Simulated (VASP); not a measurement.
Input of a VASP 6.6.1 run:

The input INCAR:

```
  PREC = Accurate
  ENCUT = 520
  EDIFF = 1E-6
  ISMEAR = 0
  SIGMA = 0.15
  LREAL = False
  LASPH = True
  NELM = 80
  ALGO = Normal
  ISIF = 2
  LWAVE = False
  LCHARG = False
  GGA = PS
  IVDW = 12
  NBANDS = 16
```

File KPOINTS:

```
Automatic mesh
0
Gamma
  18 18 6
```

POSCAR

```
C
1.0
    2.4580081303     -0.1843506097      0.0000000000
   -1.3886563765      2.2208727884      0.0000000000
    0.0000000000      0.0000000000      6.1194527675
C
4
Direct
    0.0000000000      0.0000000000      0.0025000000
    0.0000000000      0.0000000000      0.5025000000
    0.3333333333      0.6666666667      0.0025000000
    0.6666666667      0.3333333333      0.5025000000
```

Potentials or basis: VASP PAW PBE potentials, release 64 (C).

Run with:

```bash
$ cat potpaw_PBE.64/C/POTCAR > POTCAR
$ mpirun -np 1 vasp_std > vasp.out
```

**Question.** What does it give for the dispersion energy per atom?

**Answer.** -0.116 eV.

**Question.** What does it give for the pressure?

**Answer.** 11.9 GPa.

**Question.** Estimate the largest force.

**Answer.** 2.193 eV/Å.

Forces in eV/Å, atoms in the order of the input:
```
C    2.044  0.684  0.000
C   -2.044 -0.684  0.000
C   -2.080 -0.694  0.000
C    2.080  0.694  0.000
```

Caveat: the cell differs from its parent crystal (engineering shear strain xy -0.1500, normal strain along z -0.0700); the stress differs along the axes, from 4 to 16 GPa; the PAW data sets were made with another functional, which shifts forces and pressure a little.
